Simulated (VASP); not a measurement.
Input of a VASP 6.6.1 run:

The input INCAR:

```
  PREC = Accurate
  ENCUT = 520
  EDIFF = 1E-6
  ISMEAR = 0
  SIGMA = 0.05
  LREAL = False
  LASPH = True
  NELM = 60
  ALGO = Normal
  ISIF = 2
  LWAVE = False
  LCHARG = True
  GGA = PE
  LELF = True
  LVHAR = True
  NBANDS = 16
```

KPOINTS

```
regular mesh
0
Gamma
  10 10 10
```

Contents of POSCAR:

```
GaAs
1.0
    0.0000000000      2.8268500000      2.7561787500
    2.8268500000      0.0000000000      2.7561787500
    2.8268500000      2.8268500000      0.0000000000
Ga As
1 1
Direct
    0.0000000000      0.0000000000      0.0000000000
    0.7500000000      0.7500000000      0.7500000000
```

Potentials or basis: VASP PAW PBE potentials, release 64 (Ga_d, As).

Command:

```sh
$ cat potpaw_PBE.64/Ga_d/POTCAR potpaw_PBE.64/As/POTCAR > POTCAR
$ mpirun -np 1 vasp_std > vasp.out
```

(1) Predict the band gap on the k mesh.

(2) Estimate the pressure.

Answers

(1) 0.61 eV, direct.

(2) 5.5 GPa.

Caveat: the cell differs from its parent crystal (strain +0.000 along x and y, -0.025 along z).
